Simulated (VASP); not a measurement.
Wanted: the native input for a VASP 6.6.1 run.

```yaml
Task: single point
Functional: PBEsol
Potentials_or_basis: VASP PAW PBE potentials, release 64 (Hf_pv, N)
Cutoff: 520 eV
k_mesh: 10 × 10 × 10
Occupations: fermi-dirac, width 0.05 eV
Spin: no spin polarisation
Dipole_correction: no
Further_INCAR_settings: ALGO = Normal; EDIFF = 1e-06; NBANDS = 14
```

The structure of HfN lies in POSCAR:

```
HfN
1.0
    0.0000000000      2.2856876150      2.2856876150
    2.2856876150      0.0000000000      2.2856876150
    2.2856876150      2.2856876150      0.0000000000
Hf N
1 1
Direct
    0.0000000000      0.0000000000      0.0000000000
    0.5000000000      0.5000000000      0.5000000000
```

This cell differs from its parent crystal: volume scaled by 1.04.

One way to write it, as run:

INCAR

```
PREC = Accurate
ENCUT = 520
EDIFF = 1E-6
ISMEAR = -1
SIGMA = 0.05
LREAL = F
LASPH = T
NELM = 60
ALGO = Normal
ISIF = 2
LWAVE = F
LCHARG = F
GGA = PS
NBANDS = 14
```

KPOINTS

```
Automatic mesh
0
Gamma
  10 10 10
```

Potentials or basis: VASP PAW PBE potentials, release 64 (Hf_pv, N).

Command:

```sh
$ cat potpaw_PBE.64/Hf_pv/POTCAR potpaw_PBE.64/N/POTCAR > POTCAR
$ mpirun -np 1 vasp_std > vasp.out
```

It gave:

| Item | Value |
| --- | --- |
| Pressure | -13.9 GPa |

Caveat: the PAW data sets were made with another functional, which shifts forces and pressure a little.

It took 6.9 s on 1 thread of Intel(R) Xeon(R) Platinum 8488C (Sapphire Rapids) (shared host), peak memory 0.14 GiB.
